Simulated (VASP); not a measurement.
Here is a VASP 6.6.1 calculation.

File INCAR:

```
PREC = Accurate
ENCUT = 520
EDIFF = 1E-6
ISMEAR = -1
SIGMA = 0.02
LREAL = F
LASPH = T
NELM = 80
ALGO = Normal
ISIF = 2
LWAVE = F
LCHARG = F
GGA = PE
NBANDS = 42
```

File KPOINTS:

```
regular mesh
0
Gamma
  1 1 1
```

POSCAR

```
N
1.0
    6.7911070000      0.0000000000      0.0000000000
    0.0000000000      6.7911070000      0.0000000000
    0.0000000000      0.0000000000      6.7911070000
N
12
Direct
    0.5190611781      0.9632302951      0.6745733796
    0.6292346741      0.8910623850      0.5770782289
    0.2712223501      0.2296974558      0.3130564722
    0.1184490246      0.2814121468      0.3351736322
    0.6843803227      0.3532413788      0.9143575561
    0.6814647450      0.3685555242      0.7534706786
    0.4327865840      0.7865580678      0.1191558313
    0.4967673164      0.6799333305      0.2239252010
    0.0909571886      0.8311310660      0.5188992016
    0.0868635997      0.6867363450      0.5871649497
    0.9305993853      0.8860411123      1.0964780852
    0.9742888751      0.9550431174      0.9571193621
```

Potentials or basis: VASP PAW PBE potentials, release 64 (N).

Run with:

```bash
$ cat potpaw_PBE.64/N/POTCAR > POTCAR
$ mpirun -np 1 vasp_gam > vasp.out
```

Problem. Estimate the pressure.

Solution. 2.7 GPa.

Problem. What does it give for the largest force?

Solution. 4.720 eV/Å.

Problem. Predict the band gap on the k mesh.

Solution. 7.35 eV.

Forces on the atoms (eV/Å):
```
N   -0.056 -0.013  0.000
N    0.042  0.016  0.055
N    1.120 -0.338 -0.153
N   -1.095  0.414  0.136
N    0.078 -0.207  2.471
N   -0.038  0.321 -2.458
N   -0.552  0.898 -0.919
N    0.501 -0.969  0.846
N    0.153  4.142 -1.990
N   -0.116 -4.268  2.013
N   -0.726 -1.145  2.170
N    0.689  1.149 -2.172
```

Caveat: the k points lie up to 0.93 Å⁻¹ apart; the standard files for N, O and F lose accuracy on very short bonds.
